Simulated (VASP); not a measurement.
# Sc: single point with LDA

Sc, a slab with vacuum:

```xyz
5
Lattice="3.1961 0.0000 0.0000 1.5981 2.7679 0.0000 0.0000 0.0000 26.4385" Properties=species:S:1:pos:R:3 pbc="T T T"
Sc    0.0000    0.0000    8.0000
Sc    1.5981    0.9226   10.6096
Sc    3.1961    1.8453   13.2192
Sc    0.0000    0.0000   15.8289
Sc    1.5981    0.9226   18.4385
```

| Item | Value |
| --- | --- |
| Program | VASP 6.6.1 |
| Task | single point |
| Functional | LDA |
| Potentials or basis | VASP PAW LDA potentials, release 64 (Sc_sv) |
| Cutoff | 520 eV |
| k mesh | 6 × 6 × 1 |
| Occupations | gaussian, width 0.1 eV |
| Spin | no spin polarisation |

* Largest force: 0.303 eV/Å
* Band gap on the k mesh: zero (an odd number of electrons rules out a gap without spin polarisation)

Forces in eV/Å, atoms in the order of the input:
```
Sc   0.000  0.000  0.303
Sc   0.000  0.000 -0.275
Sc   0.000  0.000  0.000
Sc   0.000  0.000  0.275
Sc   0.000  0.000 -0.303
```

Levels at points of the mesh, in eV from the Fermi level:
```tsv
k point	band 25	band 26	band 27	band 28	band 29	band 30	band 31	band 32
(0.00, 0.00, 0.00)	-2.13	0.02	0.03	0.42	0.58	1.03	1.40	1.41
(0.50, 0.00, 0.00)	-1.23	-0.68	-0.51	-0.32	0.06	0.61	0.72	1.10
```

Run time: 3.5 min on 1 thread of Intel Xeon 8259CL, on a shared host, peak memory 0.26 GiB.

Caveat: the k points lie up to 0.38 Å⁻¹ apart, too coarse for converged energies and pressures of a metal.
